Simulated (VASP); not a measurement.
A run of VASP 6.6.1:

Contents of INCAR:

```
ALGO = Normal ; EDIFF = 1E-6
ENCUT = 500 ; GGA_COMPAT = F
ISIF = 2 ; ISMEAR = 0
LASPH = T ; LCHARG = F
LREAL = F ; LWAVE = F
NBANDS = 11 ; NELM = 120
PREC = Accurate ; SIGMA = 0.01
```

The input KPOINTS:

```
k-points
0
Gamma
  8 8 8
```

The input POSCAR:

```
AlAs
1.0
    0.0000000000      2.8145443455      2.8145443455
    2.8145443455      0.0000000000      2.8145443455
    2.8145443455      2.8145443455      0.0000000000
Al As
1 1
Direct
    0.0000000000      0.0000000000      0.0000000000
    0.2500000000      0.2500000000      0.2500000000
```

Potentials or basis: VASP PAW LDA potentials, release 64 (Al, As).

Command:

```bash
$ cat potpaw_LDA.64/Al/POTCAR potpaw_LDA.64/As/POTCAR > POTCAR
$ mpirun -np 1 vasp_std > vasp.out
```

Hardware: 1 thread of AMD EPYC 7R13 (shared host).

Task: Estimate the wall time of this run.

Result: It took 22 s on 1 thread of AMD EPYC 7R13 (shared host), peak memory 0.12 GiB. Counts: scf iterations 12, k points 29.
